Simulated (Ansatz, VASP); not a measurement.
## HfO2 in VASP and in Ansatz

The input INCAR:

```
SYSTEM = HfO2
PREC = Accurate
ENCUT = 520
EDIFF = 1E-6
ISMEAR = -1
SIGMA = 0.02
LREAL = .False.
LASPH = .True.
NELM = 60
ALGO = Normal
ISIF = 2
LWAVE = .False.
LCHARG = .False.
GGA = PE
NBANDS = 31
```

Contents of KPOINTS:

```
regular mesh
0
Gamma
  8 8 6
  0 0 0
```

File POSCAR:

```
HfO2
1.0
    3.5766927268      0.0000000000      0.0000000000
    0.0000000000      3.5766927268      0.0000000000
    0.0000000000      0.0000000000      5.2022237680
Hf O
2 4
Direct
    0.5000000000      0.5000000000      0.5000000000
    0.0000000000      0.0000000000      0.0000000000
    0.0000000000      0.5000000000      0.6962102245
    0.5000000000      0.0000000000      0.8037897755
    0.5000000000      0.0000000000      0.3037897755
    0.0000000000      0.5000000000      0.1962102245
```

Input for Ansatz:

```yaml
crystal:
  lattice:
    - [3.5766927268, 0.0, 0.0]
    - [0.0, 3.5766927268, 0.0]
    - [0.0, 0.0, 5.202223768]
  atoms:
    - { symbol: Hf, position: [0.5, 0.5, 0.5] }
    - { symbol: Hf, position: [0.0, 0.0, 0.0] }
    - { symbol: O, position: [0.0, 0.5, 0.6962102245] }
    - { symbol: O, position: [0.5, 0.0, 0.8037897755] }
    - { symbol: O, position: [0.5, 0.0, 0.3037897755] }
    - { symbol: O, position: [0.0, 0.5, 0.1962102245] }
kpoints:
  mp_grid: { grid: [8, 8, 6] }
  band_path:
    path:
      - [[0.0, 0.0, 0.0], [5.153494773882e-53, 0.5, 0.0], [0.5, 0.5, 0.0], [0.0, 0.0, 0.0], [0.0, 0.0, 0.5], [5.153494773882e-53, 0.5, 0.5], [0.5, 0.5, 0.5], [0.0, 0.0, 0.5]]
      - [[5.153494773882e-53, 0.5, 0.0], [5.153494773882e-53, 0.5, 0.5]]
      - [[0.5, 0.5, 0.0], [0.5, 0.5, 0.5]]
    npoints: 10
hamiltonian:
  xc: pbe
scf:
  occupations: { method: fermi_dirac, width: 0.02 }
  n_extra_bands: 5
output:
  forces: true
  stress: true
  eigenvalues: true
```

Alike in both runs: task single point; functional PBE; k mesh 8 × 8 × 6; occupations fermi-dirac, width 0.02 eV; no spin polarisation.

|  | VASP | Ansatz |
| --- | --- | --- |
| version | VASP 6.6.1 | Ansatz 0.2.0 |
| potentials or method | VASP PAW PBE potentials, release 64 (Hf_pv, O) | plane waves, PAW |
| plane-wave cutoff (eV) | 520 | 420 |
| valence electrons in the cell | 44 | 76 |

VASP gave:

```
gap on the k mesh at the Fermi level (eV)                     : 4.71
pressure (GPa)                                                : 2.5
traceless stress, the component that is largest in VASP (GPa) : -0.12
rms of the force components (eV/Å)                            : 0.016
```

Question: Which values does Ansatz return?

Answer: gap on the k mesh at the Fermi level (eV): 4.73; pressure (GPa): 5.9; traceless stress, the component that is largest in VASP (GPa): -0.22; rms of the force components (eV/Å): 0.036.

Atom by atom the forces differ by 0.021 eV/Å (rms over components). VASP's potentials hold 44 valence electrons a cell and Ansatz's 76, so a difference there can come from the potentials and not from the codes.

Neither program's run includes spin-orbit coupling.
